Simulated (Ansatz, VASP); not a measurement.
## One calculation of MgO, two programs

POSCAR

```
MgO
1.0
    0.0000000000      2.1644022651      2.0778261745
    2.1644022651      0.0000000000      2.0778261745
    2.1644022651      2.1644022651      0.0000000000
Mg O
1 1
Direct
    0.0000000000      0.0000000000      0.0000000000
    0.5000000000      0.5000000000      0.5000000000
```

INCAR.step1

```
SYSTEM = MgO
ALGO = Normal
EDIFF = 1E-4
ENCUT = 520
GGA = PE
ISMEAR = 0
LASPH = .True.
LCHARG = .False.
LREAL = .False.
LWAVE = .True.
NBANDS = 11
NELM = 80
PREC = Accurate
SIGMA = 0.05
```

The input INCAR.step2:

```
SYSTEM = MgO
ALGO = Normal
EDIFF = 1E-7
ENCUT = 520
ISIF = 2
ISMEAR = 0
ISTART = 1
LASPH = .True.
LCHARG = .False.
LMIXTAU = .True.
LREAL = .False.
LWAVE = .False.
METAGGA = R2SCAN
NBANDS = 11
NELM = 80
PREC = Accurate
SIGMA = 0.05
```

KPOINTS

```
k-points
0
Gamma
  10 10 10
  0 0 0
```

Input for Ansatz:

```yaml
crystal:
  lattice:
    - [0.0, 2.1644022651, 2.0778261745]
    - [2.1644022651, 0.0, 2.0778261745]
    - [2.1644022651, 2.1644022651, 0.0]
  atoms:
    - { symbol: Mg, position: [0.0, 0.0, 0.0] }
    - { symbol: O, position: [0.5, 0.5, 0.5] }
basis:
  ecutwfc: 500
kpoints:
  mp_grid: { grid: [10, 10, 10] }
hamiltonian:
  xc: r2scan
scf:
  occupations: { method: gaussian, width: 0.05 }
output:
  forces: true
  stress: true
  eigenvalues: true
```

Alike in both runs: task single point; functional r2SCAN; k mesh 10 × 10 × 10; occupations gaussian, width 0.05 eV; no spin polarisation.

```csv
,VASP,Ansatz
version,VASP 6.6.1,Ansatz 0.2.0
potentials or method,"VASP PAW PBE potentials, release 64 (Mg, O), cutoff 520 eV","scalar-relativistic, plane waves, PAW"
valence electrons in the cell,8,16
```

Ansatz gave:

| Property | Result |
| --- | --- |
| gap on the k mesh at the Fermi level (eV) | 5.18 |
| least direct gap on the mesh (eV) | 5.18 |
| pressure (GPa) | -6.6 |
| traceless stress, the component that is largest in VASP (GPa) | 4.83 |

Q: Estimate VASP's values.

A: gap on the k mesh at the Fermi level (eV): 5.16; least direct gap on the mesh (eV): 5.16; pressure (GPa): -7.7; traceless stress, the component that is largest in VASP (GPa): 4.80.

VASP's potentials were made for PBE, not for r2SCAN. VASP's potentials hold 8 valence electrons a cell and Ansatz's 16, so a difference there can come from the potentials and not from the codes.
